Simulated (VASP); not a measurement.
# CrCuTe3 (P4/mmm) in VASP: further runs

The runs below take CrCuTe3 through single point, with PBE.

All numbers are computed with VASP 6.6.1; they aren't measurements. Logs are shortened: lines on timing, memory, paths and dates and some standing lists are left out, and cuts for length are marked.

**1. The cell of the first run**

The structure is tetragonal, space group P4/mmm (No. 123). Conventional cell: a = 4.738 Å, b = 4.738 Å, c = 5.324 Å, α = 90.00°, β = 90.00°, γ = 90.00°. Cr (site symmetry 4/mmm) has 6 Te at 2.37 to 2.66 Å within 3.1 Å. Within 4.4 Å of Cu (site symmetry 4/mmm) lie 12 Te at 3.35 to 3.56 Å and 8 Cr at 4.28 Å. Te (site symmetry 4/mmm) has 2 Cr at 2.66 Å and 4 Cu at 3.35 Å and 8 Te at 3.56 Å within 3.6 Å. Within 3.1 Å of Te (site symmetry mmm) lie 2 Cr at 2.37 Å.

The cell was generated, and may not be a known phase.

**2. Single point, PBE, collinear spin, ferromagnetic start**

INCAR

```
SYSTEM = CrCuTe3
PREC = Accurate
ENCUT = 520
EDIFF = 1E-7
ISMEAR = 0
SIGMA = 0.1
LREAL = .FALSE.
LASPH = .TRUE.
NELM = 150
ALGO = Normal
ISIF = 2
LWAVE = .FALSE.
LCHARG = .TRUE.
ISPIN = 2
MAGMOM = 3 0 0 0 0
LORBIT = 11
LMAXMIX = 4
GGA = PE
LELF = .TRUE.
LVHAR = .TRUE.
NBANDS = 32
```

KPOINTS

```
regular mesh
0
G
  4 4 4
  0 0 0
```

POSCAR

```
CrCuTe3
1.0
    4.7376819100      0.0000000000      0.0000000000
    0.0000000000      4.7376819100      0.0000000000
    0.0000000000      0.0000000000      5.3244826700
Cr Cu Te
1 1 3
Direct
    0.0000000000      0.0000000000      0.0000000000
    0.5000000000      0.5000000000      0.5000000000
    0.0000000000      0.0000000000      0.5000000000
    0.0000000000      0.5000000000      0.0000000000
    0.5000000000      0.0000000000      0.0000000000
```

Potentials or basis: VASP PAW PBE potentials, release 64 (Cr_pv, Cu, Te).

On the command line:

```console
cat potpaw_PBE.64/Cr_pv/POTCAR potpaw_PBE.64/Cu/POTCAR potpaw_PBE.64/Te/POTCAR > POTCAR
mpirun -np 1 vasp_std > vasp.out
```

OUTCAR:

```text
SYSTEM = CrCuTe3
   PREC = Accurate
   ENCUT = 520
   EDIFF = 1E-7
   ISMEAR = 0
   LREAL = .FALSE.
   LASPH = .TRUE.
   NELM = 150
   ISIF = 2
   ISPIN = 2
   LORBIT = 11
   GGA = PE

 ion  position               nearest neighbor table
   1  0.000  0.000  0.000-   4 2.37   5 2.37   4 2.37   5 2.37   3 2.66   3 2.66
   2  0.500  0.500  0.500-
   3  0.000  0.000  0.500-   1 2.66   1 2.66   5 3.56   4 3.56   4 3.56   5 3.56   4 3.56   4 3.56
                             5 3.56   5 3.56
   4  0.000  0.500  0.000-   1 2.37   1 2.37   5 3.35   5 3.35   5 3.35   5 3.35   3 3.56   3 3.56
                             3 3.56   3 3.56
   5  0.500  0.000  0.000-   1 2.37   1 2.37   4 3.35   4 3.35   4 3.35   4 3.35   3 3.56   3 3.56
                             3 3.56   3 3.56

  LATTYP: Found a simple tetragonal cell.
 ALAT       =     4.7376819100
 C/A-ratio  =     1.1238582014

  Lattice vectors:

 A1 = (   4.7376819100,   0.0000000000,   0.0000000000)
 A2 = (   0.0000000000,   4.7376819100,   0.0000000000)
 A3 = (   0.0000000000,   0.0000000000,   5.3244826700)

Analysis of symmetry for initial positions (statically):
=====================================================================
 Subroutine PRICEL returns:
 Original cell was already a primitive cell.

 Routine SETGRP: Setting up the symmetry group for a
 simple tetragonal supercell.

 Subroutine GETGRP returns: Found 16 space group operations
 (whereof 16 operations were pure point group operations)
 out of a pool of 16 trial point group operations.

The static configuration has the point symmetry D_4h.

Analysis of symmetry for dynamics (positions and initial velocities):
=====================================================================
 Subroutine PRICEL returns:
 Original cell was already a primitive cell.

 Routine SETGRP: Setting up the symmetry group for a
 simple tetragonal supercell.

 Subroutine GETGRP returns: Found 16 space group operations
 (whereof 16 operations were pure point group operations)
 out of a pool of 16 trial point group operations.

The dynamic configuration has the point symmetry D_4h.

Analysis of structural, dynamic, and magnetic symmetry:
=====================================================================
 Subroutine PRICEL returns:
 Original cell was already a primitive cell.

 Routine SETGRP: Setting up the symmetry group for a
 simple tetragonal supercell.

 Subroutine GETGRP returns: Found 16 space group operations
 (whereof 16 operations were pure point group operations)
 out of a pool of 16 trial point group operations.

The overall configuration has the point symmetry D_4h.

 Subroutine INISYM returns: Found 16 space group operations
 (whereof 16 operations are pure point group operations),
 and found     1 'primitive' translations

----------------------------------------------------------------------------------------

                                     Primitive cell

  volume of cell :     119.5114

  direct lattice vectors                    reciprocal lattice vectors
     4.737681910  0.000000000  0.000000000     0.211073689  0.000000000  0.000000000
     0.000000000  4.737681910  0.000000000     0.000000000  0.211073689  0.000000000
     0.000000000  0.000000000  5.324482670     0.000000000  0.000000000  0.187811673

  length of vectors
     4.737681910  4.737681910  5.324482670     0.211073689  0.211073689  0.187811673

  position of ions in fractional coordinates (direct lattice)
     0.000000000  0.000000000  0.000000000
     0.500000000  0.500000000  0.500000000
     0.000000000  0.000000000  0.500000000
     0.000000000  0.500000000  0.000000000
     0.500000000  0.000000000  0.000000000

  ion indices of the primitive-cell ions
   primitive index   ion index
                 1           1
                 2           2
                 3           3
                 4           4
                 5           5

----------------------------------------------------------------------------------------

 KPOINTS: regular mesh

Automatic generation of k-mesh.
 Grid dimensions read from file:
 generate k-points for:    4    4    4

 Generating k-lattice:

  Cartesian coordinates                     Fractional coordinates (reciprocal lattice)
     0.052768422  0.000000000  0.000000000     0.250000000  0.000000000  0.000000000
[... 34 lines left out ...]
   k-points           NKPTS =     18   k-points in BZ     NKDIM =     18   number of bands    NBANDS=     32
   number of dos      NEDOS =    301   number of ions     NIONS =      5
   total plane-waves  NPLWV =  51840
   dimension x,y,z NGX =    36 NGY =   36 NGZ =   40
   dimension x,y,z NGXF=    72 NGYF=   72 NGZF=   80
   ions per type =               1   1   3
   NGX,Y,Z   is equivalent  to a cutoff of  12.63, 12.63, 12.49 a.u.
   NGXF,Y,Z  is equivalent  to a cutoff of  25.26, 25.26, 24.98 a.u.
 SYSTEM =  CrCuTe3
   PREC   = accura    normal or accurate (medium, high low for compatibility)
   ISTART =      0    job   : 0-new  1-cont  2-samecut
   ICHARG =      2    charge: 1-file 2-atom 10-const
   ISPIN  =      2    spin polarized calculation?
   LNONCOLLINEAR =      F non collinear calculations
   LSORBIT =      F    spin-orbit coupling
   LASPH  =      T    aspherical Exc in radial PAW
   ENCUT  =  520.0 eV  38.22 Ry    6.18 a.u.   8.81  8.81  9.90*2*pi/ulx,y,z
   NELM   =    150;   NELMIN=  2; NELMDL= -5     # of ELM steps
   EDIFF  = 0.1E-06   stopping-criterion for ELM
   LREAL  =      F    real-space projection
   EDIFFG = 0.1E-05   stopping-criterion for IOM
   NSW    =      0    number of steps for IOM
   IBRION =     -1    ionic relax: 0-MD 1-quasi-New 2-CG
   NFREE  =      0    steps in history (QN), initial steepest desc. (CG)
   ISIF   =      2    stress and relaxation
   ISYM   =      2    0-nonsym 1-usesym 2-fastsym
   POTIM  = 0.5000    time-step for ionic-motion
   TEBEG  =    0.0;   TEEND  =   0.0 temperature during run
   PSTRESS=    0.0 pullay stress
   NELECT =      41.0000    total number of electrons
   NUPDOWN=      -1.0000    fix difference up-down
   EMIN   =  10.00;   EMAX   =-10.00  energy-range for DOS
   EFERMI =   0.00;   METHOD = LEGACY
   ISMEAR =     0;   SIGMA  =   0.10  broadening in eV -4-tet -1-fermi 0-gaus
   EFERMI_NEDOS =   21; number of points for ismear=-14 and -15
   IALGO  =     38    algorithm
   IMIX   =      4    mixing-type and parameters
     AMIX     =   0.40;   BMIX     =  1.00
     AMIX_MAG =   1.60;   BMIX_MAG =  1.00
  volume/ion in A,a.u.               =      23.90       161.30
  Fermi-wavevector in a.u.,A,eV,Ry     =   1.146040  2.165701 17.869991  1.313407
  Thomas-Fermi vector in A             =   2.282726
   LORBIT       =     11    0 simple, 1 ext, 2 COOP (PROOUT), +10 PAW based schemes
   GGA     = PE    functional components
   LHFCALC =     F    Hartree Fock is set to
   AEXX    =    0.0000 exact exchange contribution
   IVDW    =     0    specifies the selected vdW correction
   LEPSILON=     F    determine dielectric tensor
   LRPA    =     F    only Hartree local field effects (RPA)
 spin polarized calculation
 Gauss-broadening in eV      SIGMA  =   0.10
  energy-cutoff  :      520.00
  volume of cell :      119.51
 maximum number of plane-waves:      3236
 NGX is ok and might be reduce to    36
   NGX = 17   NGY = 17   NGZ = 19

 number of electron      41.0000046 magnetization       1.6320669

 Free energy of the ion-electron system (eV)
  ---------------------------------------------------
  ext. energy  EPLUGINS =         0.00000000
  ---------------------------------------------------
  free energy    TOTEN  =       -18.67305944 eV

  energy without entropy =      -18.64873523  energy(sigma->0) =      -18.66089733

 E-fermi :   7.2084     XC(G=0): -10.1491

 val. band max:        7.2082848637   @ k =   0.2500   0.2500   0.0000
 cond. band min:       7.2290559388   @ k =   0.5000   0.0000   0.0000
 fundamental gap:      0.0207710751
 Fermi energy:         7.2083924062

 spin component 1

 k-point     1 :       0.0000    0.0000    0.0000
  band No.  band energies     occupation
      1     -36.6379      1.00000
      2     -36.6379      1.00000
      3     -36.5173      1.00000
      4      -6.5124      1.00000
      5      -3.5779      1.00000
      6      -3.5518      1.00000
[... 619 lines left out ...]
     31      14.0781      0.00000
     32      14.8275      0.00000
 Fermi energy:         7.2083924062

 spin component 2

 k-point     1 :       0.0000    0.0000    0.0000
  band No.  band energies     occupation
      1     -35.0185      1.00000
      2     -35.0185      1.00000
      3     -34.6736      1.00000
      4      -6.5004      1.00000
      5      -3.5721      1.00000
      6      -3.5346      1.00000
[... 619 lines left out ...]
     31      14.8765      0.00000
     32      14.8765      0.00000

------------------------ aborting loop because EDIFF is reached ----------------------------------------

  FORCE on cell =-STRESS in cart. coord.  units (eV):
  Direction    XX          YY          ZZ          XY          YZ          ZX
  --------------------------------------------------------------------------------------
  -------------------------------------------------------------------------------------
  Total        8.2027854      8.2027854      5.8177950      0.0000000      0.0000000      0.0000000
  in kB      109.9670858    109.9670858     77.9937465      0.0000000      0.0000000      0.0000000
  external PRESSURE =      99.3093060 kB  Pullay stress =       0.0000000 kB

 VOLUME and BASIS-vectors are now :
 -----------------------------------------------------------------------------
  energy-cutoff  :      520.00
  volume of cell :      119.51
      direct lattice vectors                 reciprocal lattice vectors
     4.737681910  0.000000000  0.000000000     0.211073689  0.000000000  0.000000000
     0.000000000  4.737681910  0.000000000     0.000000000  0.211073689  0.000000000
     0.000000000  0.000000000  5.324482670     0.000000000  0.000000000  0.187811673

 POSITION                                       TOTAL-FORCE (eV/Angst)
 -----------------------------------------------------------------------------------
      0.00000      0.00000      0.00000         0.000000      0.000000      0.000000
      2.36884      2.36884      2.66224         0.000000      0.000000      0.000000
      0.00000      0.00000      2.66224         0.000000      0.000000      0.000000
      0.00000      2.36884      0.00000         0.000000      0.000000      0.000000
      2.36884      0.00000      0.00000         0.000000      0.000000      0.000000
 -----------------------------------------------------------------------------------
    total drift:                                0.000000      0.000000      0.000000

  FREE ENERGIE OF THE ION-ELECTRON SYSTEM (eV)
  ---------------------------------------------------
  free  energy   TOTEN  =       -18.6730594418 eV

  energy  without entropy=      -18.6487352263  energy(sigma->0) =      -18.66089733

 total charge

# of ion       s       p       d       tot
------------------------------------------
    1        0.324   6.359   4.551  11.234
    2        0.339   0.073   9.300   9.712
    3        1.409   1.867   0.048   3.324
    4        1.410   1.963   0.076   3.448
    5        1.410   1.963   0.076   3.448
--------------------------------------------------
tot          4.891  12.226  14.050  31.167

 magnetization (x)

# of ion       s       p       d       tot
------------------------------------------
    1        0.017   0.009   1.679   1.705
    2       -0.012   0.004  -0.015  -0.023
    3        0.014  -0.036   0.006  -0.016
    4       -0.002  -0.058   0.006  -0.054
    5       -0.002  -0.058   0.006  -0.054
--------------------------------------------------
tot          0.015  -0.140   1.682   1.558
```

Wall time 2.3 min (1 thread of Intel Xeon Platinum 8259CL at 2.50GHz (Skylake/Cascade Lake), shared host); peak memory 0.32 GiB.

What came out:

* Free energy: -18.6731 eV
* Pressure: 9.9 GPa
* Net moment: 1.63 μB per cell
* Site moments: Cr +1.71; Cu -0.02; Te -0.02, -0.05 (each value once) μB
* Valence electrons inside the program's atomic spheres: Cr 11.23; Cu 9.71; Te 3.32, 3.45 (each value once)

Stress tensor (GPa, compression positive):
```
11.00  0.00  0.00
 0.00 11.00  0.00
 0.00  0.00  7.80
```

Caveat: the cell stands under pressure; spin-orbit coupling is left out, which moves the levels of the heavy elements.

**3. Single point, PBE, collinear spin, ferromagnetic start**

This run uses another cell than the first one, of 28.71 Å³/atom.

INCAR

```
SYSTEM = CrCuTe3
PREC     = Accurate       ! precision mode
ENCUT    = 520            ! plane-wave cutoff, eV
EDIFF    = 1E-6           ! SCF threshold, eV
ISMEAR   = 0              ! smearing method
SIGMA    = 0.1            ! smearing width, eV
LREAL    = .FALSE.        ! projectors in reciprocal space
LASPH    = .TRUE.         ! aspherical terms in the spheres
NELM     = 150            ! most SCF steps
ALGO     = Normal         ! electronic algorithm
ISIF     = 2              ! what is computed and relaxed
LWAVE    = .FALSE.        ! write WAVECAR
LCHARG   = .FALSE.        ! write CHGCAR
ISPIN    = 2              ! spin polarisation
MAGMOM   = 3 0 0 0 0      ! initial moments
LORBIT   = 11             ! projections on sites
LMAXMIX  = 4              ! l up to which the mixer works
GGA      = PE             ! functional
NBANDS   = 32             ! bands
```

KPOINTS is that of step 2.

POSCAR, as its differences from that of step 2:

```diff
@@ -2,5 +2,5 @@
 1.0
-    4.7376819100      0.0000000000      0.0000000000
-    0.0000000000      4.7376819100      0.0000000000
-    0.0000000000      0.0000000000      5.3244826700
+    5.1012589280      0.0000000000      0.0000000000
+    0.0000000000      5.1012589280      0.0000000000
+    0.0000000000      0.0000000000      5.5155786610
 Cr Cu Te
```

Potentials or basis: VASP PAW PBE potentials, release 64 (Cr_pv, Cu, Te).

On the command line:

```console
cat potpaw_PBE.64/Cr_pv/POTCAR potpaw_PBE.64/Cu/POTCAR potpaw_PBE.64/Te/POTCAR > POTCAR
mpirun -np 1 vasp_std > vasp.out
```

It took 2.9 min on 1 thread of Intel Xeon Platinum 8259CL at 2.50GHz (Skylake/Cascade Lake), shared host; peak memory 0.38 GiB.

The run converged. Its results:

```
Free energy                                           : -19.3116 eV
Pressure                                              : 0.1 GPa
Net moment                                            : 2.14 μB per cell
Site moments                                          : Cr +2.76; Cu -0.03; Te -0.14, -0.20 (each value once) μB
Valence electrons inside the program's atomic spheres : Cr 10.79; Cu 9.67; Te 3.30, 3.36 (each value once)
```

Stress tensor (GPa, compression positive):
```
0.17 0.00 0.00
0.00 0.17 0.00
0.00 0.00 0.00
```

Levels at points of the mesh, in eV from the Fermi level:
Spin up:
```csv
k point,band 17,band 18,band 19,band 20,band 21,band 22,band 23,band 24,band 25,band 26
"(0.00, 0.00, 0.00)",-1.33,-0.81,-0.68,-0.65,-0.65,-0.62,-0.53,0.19,0.19,0.27
"(0.50, 0.00, 0.00)",-1.35,-1.33,-0.77,-0.68,0.00,0.05,0.05,0.18,0.38,1.81
"(0.50, 0.50, 0.00)",-1.34,-1.32,-1.32,-0.96,-0.44,0.27,0.27,1.06,1.41,3.05
"(0.00, 0.00, 0.50)",-1.35,-1.35,-0.63,-0.54,-0.24,-0.24,0.20,0.20,0.48,1.18
"(0.50, 0.00, 0.50)",-1.35,-1.34,-1.33,-1.02,-0.07,0.10,0.24,1.09,1.62,3.29
"(0.50, 0.50, 0.50)",-1.33,-0.92,-0.67,-0.67,-0.60,1.08,1.08,1.40,3.19,4.21
```
Spin down:
```tsv
k point	band 16	band 17	band 18	band 19	band 20	band 21	band 22	band 23
(0.00, 0.00, 0.00)	-0.79	-0.79	-0.69	0.07	0.07	0.08	0.38	0.62
(0.50, 0.00, 0.00)	-1.37	-1.36	-0.85	-0.05	-0.04	0.64	1.38	1.76
(0.50, 0.50, 0.00)	-1.37	-1.36	-1.18	-1.18	0.30	1.19	1.52	2.14
(0.00, 0.00, 0.50)	-1.39	-1.38	-0.78	0.05	0.05	0.39	1.21	1.37
(0.50, 0.00, 0.50)	-1.39	-1.36	-1.23	-0.98	0.35	1.18	1.70	1.80
(0.50, 0.50, 0.50)	-1.37	-1.35	-0.89	0.67	0.67	1.18	1.66	1.92
```

Caveat: spin-orbit coupling is left out, which moves the levels of the heavy elements.
